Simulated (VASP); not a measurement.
Ta, 2 atoms in the cell. It takes space group P6_3/mmc (No. 194, hexagonal). The conventional cell has a = 2.917 Å, b = 2.917 Å, c = 5.175 Å, α = 90.00°, β = 90.00°, γ = 120.00°. Within 3.8 Å of Ta (site symmetry -6m2) lie 12 Ta at 2.92 to 3.09 Å. 

```yaml
Program: VASP 6.6.1
Task: single point
Functional: RPBE
Potentials_or_basis: VASP PAW PBE potentials, release 64 (Ta_pv)
Cutoff: 520 eV
k_mesh: 20 × 20 × 10
Occupations: fermi-dirac, width 0.1 eV
Spin: no spin polarisation
Dipole_correction: no
Further_INCAR_settings: ALGO = Normal; EDIFF = 1e-06; NBANDS = 18
```

Potentials or basis: VASP PAW PBE potentials, release 64 (Ta_pv).

Command:

```bash
$ cat potpaw_PBE.64/Ta_pv/POTCAR > POTCAR
$ mpirun -np 1 vasp_std > vasp.out
```

Hardware: 1 thread of AMD EPYC 9R45 96-Core Processor (Zen 5), on a shared host.

Q: How long does it take, and how much memory?

A: Run time: 73 s on 1 thread of AMD EPYC 9R45 96-Core Processor (Zen 5), with other jobs on the host, peak memory 0.24 GiB. Counts: scf iterations 13, k points 264.
